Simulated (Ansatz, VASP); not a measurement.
**One calculation of CO2, two programs**

```
C O
1.0
     6.11893    0.00000    0.00000
     0.00000    5.79994    0.00000
     0.00000    0.00000    5.36494
C O
4 8
Direct
  0.00000 0.00000 0.00000
  0.50000 0.00000 0.50000
  0.50000 0.50000 0.00000
  0.00000 0.50000 0.50000
  0.11616 0.11616 0.11616
  0.38384 0.88384 0.61616
  0.61616 0.38384 0.88384
  0.88384 0.61616 0.38384
  0.88384 0.88384 0.88384
  0.61616 0.11616 0.38384
  0.38384 0.61616 0.11616
  0.11616 0.38384 0.61616
```

Change from the starting cell: normal strain along x +0.0550, normal strain along z -0.0750.

Alike in both runs: task single point; functional PBEsol; k mesh 4 × 4 × 4; occupations gaussian, width 0.05 eV; no spin polarisation.

```csv
,VASP,Ansatz
version,VASP 6.6.1,Ansatz 0.2.0
potentials or method,"VASP PAW PBE potentials, release 64 (C, O), cutoff 520 eV","scalar-relativistic, plane waves, PAW"
valence electrons in the cell,64,64
```

VASP gave:

```
gap on the k mesh at the Fermi level (eV)                     : 6.64
least direct gap on the mesh (eV)                             : 6.64
pressure (GPa)                                                : 3.5
traceless stress, the component that is largest in VASP (GPa) : -0.04
rms of the force components (eV/Å)                            : 0.650
```

Problem. Estimate Ansatz's values.

Solution. gap on the k mesh at the Fermi level (eV): 6.66; least direct gap on the mesh (eV): 6.66; pressure (GPa): 1.8; traceless stress, the component that is largest in VASP (GPa): 0.21; rms of the force components (eV/Å): 0.299.

VASP's potentials were made for PBE, not for PBEsol. Atom by atom the forces differ by 0.350 eV/Å (rms over components).

Noted on VASP's run: the standard files for N, O and F lose accuracy on very short bonds.
